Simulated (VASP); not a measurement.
Wanted: the native input for a VASP 6.6.1 run.

```yaml
Task: single point
Functional: PBE
Potentials_or_basis: VASP PAW PBE potentials, release 64 (H)
Cutoff: 520 eV
k_mesh: 4 × 4 × 4
Occupations: gaussian, width 0.05 eV
Spin: no spin polarisation
Dipole_correction: no
Further_INCAR_settings: LREAL = Auto; ALGO = Normal; EDIFF = 1e-07; NBANDS = 20
```

The structure of H (a cell with a defect) lies in POSCAR:

```
H
1.0
   -3.5460185610      5.7024651004      0.0000000000
   -3.5460185610     -5.7024651004      0.0000000000
    0.0000000000      0.0000000000      6.7754939042
H
15
Direct
    0.2745498102      0.6480511136      1.0059524245
    0.6958619026      0.2599637362      1.0023985522
    0.7165068734      0.7806110884      0.9922282368
    0.2254501898      0.3519488864     -0.0059524245
    0.2500000000      0.5000000000      0.0000000000
    0.7834931266      0.2193889116      0.0077717632
    0.8041380974      0.7400362638     -0.0023985522
    0.2674827064      0.2243176186      0.4481423420
    0.2688273352      0.7254705825      0.4687170778
    0.7817268922      0.2258875375      0.4737289969
    0.7806447385      0.7272708104      0.4650210452
    0.2311726648      0.2745294175      0.5312829222
    0.2325172936      0.7756823814      0.5518576580
    0.7193552615      0.2727291896      0.5349789548
    0.7182731078      0.7741124625      0.5262710031
```

The input as run:

INCAR

```
SYSTEM = H
PREC = Accurate ; ENCUT = 520
EDIFF = 1E-7 ; ISMEAR = 0
SIGMA = 0.05 ; LREAL = Auto
LASPH = .True. ; NELM = 80
ALGO = Normal ; ISIF = 2
LWAVE = .False. ; LCHARG = .False.
GGA = PE ; NBANDS = 20
```

KPOINTS

```
Automatic mesh
0
Gamma
  4 4 4
  0 0 0
```

Potentials or basis: VASP PAW PBE potentials, release 64 (H).

The run is started by

```bash
$ cat potpaw_PBE.64/H/POTCAR > POTCAR
$ mpirun -np 1 vasp_std > vasp.out
```

Results of the run:

- Pressure: -0.2 GPa
- Largest force: 0.011 eV/Å

Wall time 2.1 min on 1 thread of Intel(R) Xeon(R) 6975P-C (Granite Rapids), on a shared host, peak memory 0.37 GiB.
